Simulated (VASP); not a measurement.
# Pt (Fm-3m) in VASP: a series of runs

Pt is run at these levels: BLYP, PBEsol; tasks: relaxation of cell and atoms, single point.

Program: VASP 6.6.1. These are calculated values, not measurements. Logs are shortened: lines on timing, memory, paths and dates and some standing lists are left out, and cuts for length are marked.

## 1. The cell of the first run

Symmetry: Fm-3m, No. 225, cubic system. Conventional cell: a = 3.922 Å, b = 3.922 Å, c = 3.922 Å, α = 90.00°, β = 90.00°, γ = 90.00°. Within 3.7 Å of Pt (site symmetry m-3m) lie 12 Pt at 2.77 Å.

## 2. Relaxation of cell and atoms, BLYP

Contents of INCAR:

```
SYSTEM = Pt
  PREC = Accurate
  ENCUT = 600
  EDIFF = 1E-6
  ISMEAR = -1
  SIGMA = 0.05
  LREAL = .FALSE.
  LASPH = .TRUE.
  NELM = 80
  ALGO = Normal
  ISIF = 3
  LWAVE = .FALSE.
  LCHARG = .FALSE.
  GGA = B5
  ALDAX = 1.0
  AGGAX = 1.0
  AGGAC = 1.0
  ALDAC = 0.0
  IBRION = 2
  NSW = 80
  EDIFFG = -0.005
```

Contents of KPOINTS:

```
regular mesh
0
G
  12 12 12
  0 0 0
```

Contents of POSCAR:

```
Pt
1.0
    0.0000000000      1.9609000000      1.9609000000
    1.9609000000      0.0000000000      1.9609000000
    1.9609000000      1.9609000000      0.0000000000
Pt
1
Direct
    0.0000000000      0.0000000000      0.0000000000
```

Potentials or basis: VASP PAW PBE potentials, release 64 (Pt).

The run is started by

```console
$ cat potpaw_PBE.64/Pt/POTCAR > POTCAR
$ mpirun -np 1 vasp_std > vasp.out
```

OUTCAR:

```text
SYSTEM = Pt
   PREC = Accurate
   ENCUT = 600
   EDIFF = 1E-6
   ISMEAR = -1
   LREAL = .FALSE.
   LASPH = .TRUE.
   NELM = 80
   ISIF = 3
   GGA = B5
   IBRION = 2
   NSW = 80
   EDIFFG = -0.005

 ion  position               nearest neighbor table
   1  0.000  0.000  0.000-

  LATTYP: Found a face centered cubic cell.
 ALAT       =     3.9218000000

  Lattice vectors:

 A1 = (   0.0000000000,   1.9609000000,   1.9609000000)
 A2 = (   1.9609000000,   0.0000000000,   1.9609000000)
 A3 = (   1.9609000000,   1.9609000000,   0.0000000000)

Analysis of symmetry for initial positions (statically):
=====================================================================
 Subroutine PRICEL returns:
 Original cell was already a primitive cell.

 Routine SETGRP: Setting up the symmetry group for a
 face centered cubic supercell.

 Subroutine GETGRP returns: Found 48 space group operations
 (whereof 48 operations were pure point group operations)
 out of a pool of 48 trial point group operations.

The static configuration has the point symmetry O_h .

Analysis of symmetry for dynamics (positions and initial velocities):
=====================================================================
 Subroutine PRICEL returns:
 Original cell was already a primitive cell.

 Routine SETGRP: Setting up the symmetry group for a
 face centered cubic supercell.

 Subroutine GETGRP returns: Found 48 space group operations
 (whereof 48 operations were pure point group operations)
 out of a pool of 48 trial point group operations.

The dynamic configuration has the point symmetry O_h .

 Subroutine INISYM returns: Found 48 space group operations
 (whereof 48 operations are pure point group operations),
 and found     1 'primitive' translations

----------------------------------------------------------------------------------------

                                     Primitive cell

  volume of cell :      15.0798

  direct lattice vectors                    reciprocal lattice vectors
     0.000000000  1.960900000  1.960900000    -0.254984956  0.254984956  0.254984956
     1.960900000  0.000000000  1.960900000     0.254984956 -0.254984956  0.254984956
     1.960900000  1.960900000  0.000000000     0.254984956  0.254984956 -0.254984956

  length of vectors
     2.773131374  2.773131374  2.773131374     0.441646899  0.441646899  0.441646899

  position of ions in fractional coordinates (direct lattice)
     0.000000000  0.000000000  0.000000000

  ion indices of the primitive-cell ions
   primitive index   ion index
                 1           1
[... 59 lines left out ...]
   ions per type =               1
   NGX,Y,Z   is equivalent  to a cutoff of  14.39, 14.39, 14.39 a.u.
   NGXF,Y,Z  is equivalent  to a cutoff of  28.78, 28.78, 28.78 a.u.
 SYSTEM =  Pt
   PREC   = accura    normal or accurate (medium, high low for compatibility)
   ISTART =      0    job   : 0-new  1-cont  2-samecut
   ICHARG =      2    charge: 1-file 2-atom 10-const
   ISPIN  =      1    spin polarized calculation?
   LNONCOLLINEAR =      F non collinear calculations
   LSORBIT =      F    spin-orbit coupling
   LASPH  =      T    aspherical Exc in radial PAW
   ENCUT  =  600.0 eV  44.10 Ry    6.64 a.u.   5.54  5.54  5.54*2*pi/ulx,y,z
   NELM   =     80;   NELMIN=  2; NELMDL= -5     # of ELM steps
   EDIFF  = 0.1E-05   stopping-criterion for ELM
   LREAL  =      F    real-space projection
   EDIFFG = -.5E-02   stopping-criterion for IOM
   NSW    =     80    number of steps for IOM
   IBRION =      2    ionic relax: 0-MD 1-quasi-New 2-CG
   NFREE  =      1    steps in history (QN), initial steepest desc. (CG)
   ISIF   =      3    stress and relaxation
   ISYM   =      2    0-nonsym 1-usesym 2-fastsym
   POTIM  = 0.5000    time-step for ionic-motion
   TEBEG  =    0.0;   TEEND  =   0.0 temperature during run
   PSTRESS=    0.0 pullay stress
   NELECT =      10.0000    total number of electrons
   NUPDOWN=      -1.0000    fix difference up-down
   EMIN   =  10.00;   EMAX   =-10.00  energy-range for DOS
   EFERMI =   0.00;   METHOD = LEGACY
   ISMEAR =    -1;   SIGMA  =   0.05  broadening in eV -4-tet -1-fermi 0-gaus
   EFERMI_NEDOS =   21; number of points for ismear=-14 and -15
   IALGO  =     38    algorithm
   IMIX   =      4    mixing-type and parameters
     AMIX     =   0.40;   BMIX     =  1.00
     AMIX_MAG =   1.60;   BMIX_MAG =  1.00
  volume/ion in A,a.u.               =      15.08       101.76
  Fermi-wavevector in a.u.,A,eV,Ry     =   1.427609  2.697791 27.729605  2.038068
  Thomas-Fermi vector in A             =   2.547760
   LORBIT       =      0    0 simple, 1 ext, 2 COOP (PROOUT), +10 PAW based schemes
   GGA     = B5    functional components
   LHFCALC =     F    Hartree Fock is set to
   AEXX    =    0.0000 exact exchange contribution
   IVDW    =     0    specifies the selected vdW correction
   LEPSILON=     F    determine dielectric tensor
   LRPA    =     F    only Hartree local field effects (RPA)
 conjugate gradient relaxation of ions
 non-spin polarized calculation
  energy-cutoff  :      600.00
  volume of cell :       15.08
 maximum number of plane-waves:       531
 NGX is ok and might be reduce to    24
   NGX = 11   NGY = 11   NGZ = 11

--------------------------------------- Ionic step        1  -------------------------------------------

 number of electron      10.0000000 magnetization

 Free energy of the ion-electron system (eV)
  ---------------------------------------------------
  ext. energy  EPLUGINS =         0.00000000
  ---------------------------------------------------
  free energy    TOTEN  =        -4.88743733 eV

  energy without entropy =       -4.87239871  energy(sigma->0) =       -4.87991802

 E-fermi :  11.8843     XC(G=0): -12.7933

 val. band max:       11.8798314448   @ k =  -0.2500   0.4167   0.1667
 cond. band min:      11.8849491195   @ k =  -0.4167   0.4167   0.1667
 fundamental gap:      0.0051176747
 Fermi energy:        11.8842836061

 k-point     1 :       0.0000    0.0000    0.0000
  band No.  band energies     occupation
      1       1.8016      2.00000
      2       8.0611      2.00000
      3       8.0611      2.00000
      4       8.0611      2.00000
      5      10.2141      2.00000
      6      10.2141      2.00000
      7      26.7995      0.00000
      8      31.6176      0.00000
      9      31.6176      0.00000
[... 415 lines left out ...]
--------------------------------------- Ionic step        5  -------------------------------------------

 number of electron       9.9999999 magnetization

 Free energy of the ion-electron system (eV)
  ---------------------------------------------------
  ext. energy  EPLUGINS =         0.00000000
  ---------------------------------------------------
  free energy    TOTEN  =        -5.01205405 eV

  energy without entropy =       -4.99526975  energy(sigma->0) =       -5.00366190

 E-fermi :   9.9810     XC(G=0): -12.1986

 val. band max:        9.9803774574   @ k =  -0.4167   0.4167   0.1667
 cond. band min:       9.9869290440   @ k =   0.5000   0.4167   0.0833
 fundamental gap:      0.0065515866
 Fermi energy:         9.9809587183

 k-point     1 :       0.0000    0.0000    0.0000
  band No.  band energies     occupation
      1       0.9961      2.00000
      2       6.7544      2.00000
      3       6.7544      2.00000
      4       6.7544      2.00000
      5       8.5689      2.00000
      6       8.5689      2.00000
      7      25.1340      0.00000
      8      29.3611      0.00000
      9      29.3611      0.00000
[... 304 lines left out ...]
  FREE ENERGIE OF THE ION-ELECTRON SYSTEM (eV)
  ---------------------------------------------------
  free  energy   TOTEN  =        -5.0120540543 eV

  energy  without entropy=       -4.9952697507  energy(sigma->0) =       -5.00366190

 reached required accuracy - stopping structural energy minimisation
```

OSZICAR:

```text
N       E                     dE             d eps       ncg     rms          rms(c)
DAV:   1     0.440217364108E+02    0.44022E+02   -0.59917E+03  1328   0.116E+03
DAV:   2    -0.478316781325E+01   -0.48805E+02   -0.47358E+02  1353   0.202E+02
[... 37 lines left out ...]
   4 F= -.50120199E+01 E0= -.50036088E+01  d E =-.124583E+00
       N       E                     dE             d eps       ncg     rms          rms(c)
DAV:   1    -0.501246189287E+01   -0.44181E-03   -0.91980E-03  1323   0.100E+00    0.127E-01
DAV:   2    -0.501206610585E+01    0.39579E-03   -0.13549E-03  1302   0.316E-01    0.433E-02
DAV:   3    -0.501205181680E+01    0.14289E-04   -0.85176E-05  1360   0.737E-02    0.263E-02
DAV:   4    -0.501205407003E+01   -0.22532E-05   -0.36957E-06  1427   0.143E-02    0.807E-04
DAV:   5    -0.501205405429E+01    0.15744E-07   -0.45944E-08   648   0.209E-03
   5 F= -.50120541E+01 E0= -.50036619E+01  d E =-.124617E+00
```

CONTCAR:

```text
Pt
   1.00000000000000
    -0.0000000000000000    2.0294809375545695    2.0294809375545695
     2.0294809375545695    0.0000000000000000    2.0294809375545695
     2.0294809375545695    2.0294809375545695   -0.0000000000000000
  Pt
     1
Direct
     0.0000000000000000    0.0000000000000000    0.0000000000000000

  0.00000000E+00  0.00000000E+00  0.00000000E+00
```

Wall time 40 s (1 thread of AMD EPYC 9R45 (Zen 5), shared host); peak memory 0.12 GiB.

What came out:

| Item | Value |
| --- | --- |
| Free energy | -5.0121 eV |
| Relaxed volume | 16.72 Å³/atom |
| Relaxed cell | a = 2.870 Å, b = 2.870 Å, c = 2.870 Å, α = 60.00°, β = 60.00°, γ = 60.00° |
| Space group after relaxing (to 0.05 Å) | Fm-3m (No. 225) |
| Energy gained by relaxing | 124.6 meV/atom |
| Ionic steps | 5 |
| Pressure after relaxing | 0.0 GPa |
| Band gap on the k mesh | zero (band 5 reaches 10.37 eV, above the bottom of band 6 at 8.49 eV) |

Step by step:
```tsv
step	energy change (eV)	largest force (eV/Å)	pressure (GPa)	volume (Å³)
1	0.0000	0.0000	27.22	15.08
2	0.3427	0.0000	-24.17	21.39
3	-0.1236	0.0000	-1.88	16.89
4	-0.1246	0.0000	-0.38	16.75
5	-0.1246	0.0000	0.05	16.72
```

Final structure:
```
Pt
1.0
     0.00000    2.02948    2.02948
     2.02948    0.00000    2.02948
     2.02948    2.02948    0.00000
Pt
1
Direct
  0.00000 0.00000 0.00000
```

Caveat: the PAW data sets were made with another functional, which shifts forces and pressure a little; spin-orbit coupling is left out, which moves the levels of the heavy elements; the volume moved by +11 % from the deposited cell, more than functionals usually miss. BLYP gives volumes clearly too large for solids.

## 3. Single point, PBEsol

This run uses another cell than the first one, of 13.83 Å³/atom, 0.917 times its volume.

Contents of INCAR:

```
SYSTEM = Pt
PREC     = Accurate       ! precision mode
ENCUT    = 520            ! plane-wave cutoff, eV
EDIFF    = 1E-7           ! SCF threshold, eV
ISMEAR   = -1             ! smearing method
SIGMA    = 0.05           ! smearing width, eV
LREAL    = .FALSE.        ! projectors in reciprocal space
LASPH    = .TRUE.         ! aspherical terms in the spheres
NELM     = 100            ! most SCF steps
ALGO     = Normal         ! electronic algorithm
ISIF     = 2              ! what is computed and relaxed
LWAVE    = .FALSE.        ! write WAVECAR
LCHARG   = .FALSE.        ! write CHGCAR
GGA      = PS             ! functional
NBANDS   = 11             ! bands
```

Contents of KPOINTS:

```
Automatic mesh
0
G
  12 12 12
  0 0 0
```

Contents of POSCAR:

```
Pt
1.0
    0.0000000000      1.9053305043      1.9053305043
    1.9053305043      0.0000000000      1.9053305043
    1.9053305043      1.9053305043      0.0000000000
Pt
1
Direct
    0.0000000000      0.0000000000      0.0000000000
```

Potentials or basis: VASP PAW PBE potentials, release 64 (Pt).

The run is started by

```console
$ cat potpaw_PBE.64/Pt/POTCAR > POTCAR
$ mpirun -np 1 vasp_std > vasp.out
```

It took 6.3 s on 1 thread of Intel Xeon Platinum 8488C (Sapphire Rapids), shared host; peak memory 0.13 GiB.

It converged, with:

```yaml
Free_energy: -6.8708 eV
Pressure: 29.7 GPa
Band_gap_on_the_k_mesh: zero (band 5 reaches 13.45 eV, above the bottom of band 6 at 10.85 eV)
```

Levels at points of the mesh, in eV from the Fermi level:
```csv
k point,band 1,band 2,band 3,band 4,band 5,band 6,band 7,band 8,band 9,band 10
"(0.00, 0.00, 0.00)",-11.34,-4.40,-4.40,-4.40,-1.89,-1.89,14.30,19.76,19.76,19.76
"(0.50, 0.00, 0.00)",-8.36,-4.48,-4.48,-0.94,0.05,0.05,6.49,13.89,19.49,19.49
"(0.50, 0.50, 0.00)",-8.16,-7.64,0.02,0.57,0.57,1.52,9.80,11.58,11.58,21.15
```

Caveat: the PAW data sets were made with another functional, which shifts forces and pressure a little; spin-orbit coupling is left out, which moves the levels of the heavy elements.

## 4. Single point, PBEsol

This run uses another cell than the first one, of 14.80 Å³/atom, 0.981 times its volume.

Contents of INCAR:

```
SYSTEM = Pt
ALGO = Normal ; EDIFF = 1E-7
ENCUT = 520 ; GGA = PS
ISIF = 2 ; ISMEAR = -1
LASPH = .TRUE. ; LCHARG = .FALSE.
LREAL = .FALSE. ; LWAVE = .FALSE.
NBANDS = 11 ; NELM = 80
PREC = Accurate ; SIGMA = 0.05
```

Contents of KPOINTS:

```
k-points
0
G
  12 12 12
  0 0 0
```

Contents of POSCAR:

```
Pt
1.0
    0.0000000000      1.9484938009      1.9484938009
    1.9484938009      0.0000000000      1.9484938009
    1.9484938009      1.9484938009      0.0000000000
Pt
1
Direct
    0.0000000000      0.0000000000      0.0000000000
```

The run is started by

```console
$ cat potpaw_PBE.64/Pt/POTCAR > POTCAR
$ mpirun -np 1 vasp_std > vasp.out
```

Wall time 6 s (1 thread of Intel Xeon Platinum 8488C (Sapphire Rapids), shared host); peak memory 0.13 GiB.

Results (log left out):

```yaml
Free_energy: -6.9697 eV
Pressure: 4.7 GPa
Band_gap_on_the_k_mesh: zero (band 5 reaches 12.00 eV, above the bottom of band 6 at 9.69 eV)
```

Levels at points of the mesh, in eV from the Fermi level:
```csv
k point,band 1,band 2,band 3,band 4,band 5,band 6,band 7,band 8,band 9,band 10
"(0.00, 0.00, 0.00)",-10.54,-3.94,-3.94,-3.94,-1.69,-1.69,14.54,19.61,19.61,19.61
"(0.50, 0.00, 0.00)",-7.60,-4.01,-4.01,-0.66,0.03,0.03,5.93,14.10,19.05,19.05
"(0.50, 0.50, 0.00)",-7.35,-6.87,0.01,0.50,0.50,1.65,9.02,11.37,11.37,20.31
```

Caveat: the PAW data sets were made with another functional, which shifts forces and pressure a little; spin-orbit coupling is left out, which moves the levels of the heavy elements.

## 5. The runs side by side

```tsv
task	level	cell	cutoff (eV)	gap on the mesh (eV)	pressure (GPa)
relaxation of cell and atoms	BLYP	relaxed from a = 2.773 Å, angles 60.0°, 1 atom	600	none	0.0
single point	PBEsol	a = 2.695 Å, angles 60.0°, 1 atom	520	none	29.7
single point	PBEsol	a = 2.756 Å, angles 60.0°, 1 atom	520	none	4.7
```

Alike in all rows: potentials or basis VASP PAW PBE potentials, release 64 (Pt); no spin polarisation; k mesh 12 × 12 × 12; smearing fermi-dirac 0.05 eV.

Caveats: the PAW data sets were made with another functional, which shifts forces and pressure a little; spin-orbit coupling is left out, which moves the levels of the heavy elements; the volume moved by +11 % from the deposited cell, more than functionals usually miss (some runs).

Absolute energies hang on the potentials; compare differences alone.
